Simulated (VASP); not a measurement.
Set up this calculation in VASP 6.6.1, as the native input.

```yaml
Task: single point
Functional: LDA
Potentials_or_basis: VASP PAW LDA potentials, release 64 (Al)
Cutoff: 520 eV
k_mesh: 24 × 24 × 24
Occupations: methfessel-paxton, width 0.1 eV
Spin: no spin polarisation
Dipole_correction: no
Further_INCAR_settings: ALGO = Fast; EDIFF = 1e-07; NBANDS = 8
```

The structure of Al lies in POSCAR:

```
Al
1.0
    0.0000000000      1.9908589554      1.9908589554
    1.9908589554      0.0000000000      1.9908589554
    1.9908589554      1.9908589554      0.0000000000
Al
1
Direct
    0.0000000000      0.0000000000      0.0000000000
```

The input as run:

INCAR

```
PREC     = Accurate       # precision mode
ENCUT    = 520            # plane-wave cutoff, eV
EDIFF    = 1E-7           # SCF threshold, eV
ISMEAR   = 1              # smearing method
SIGMA    = 0.1            # smearing width, eV
LREAL    = False          # projectors in reciprocal space
LASPH    = True           # aspherical terms in the spheres
NELM     = 80             # most SCF steps
ALGO     = Fast           # electronic algorithm
ISIF     = 2              # what is computed and relaxed
LWAVE    = False          # write WAVECAR
LCHARG   = False          # write CHGCAR
NBANDS   = 8              # bands
```

KPOINTS

```
regular mesh
0
Gamma
  24 24 24
```

Potentials or basis: VASP PAW LDA potentials, release 64 (Al).

Command:

```bash
$ cat potpaw_LDA.64/Al/POTCAR > POTCAR
$ mpirun -np 1 vasp_std > vasp.out
```

Results of the run:

```yaml
Pressure: 0.1 GPa
```

Run time: 41 s on 1 thread of AMD EPYC 7R13 Processor (Zen 3), on a shared host, peak memory 0.13 GiB.
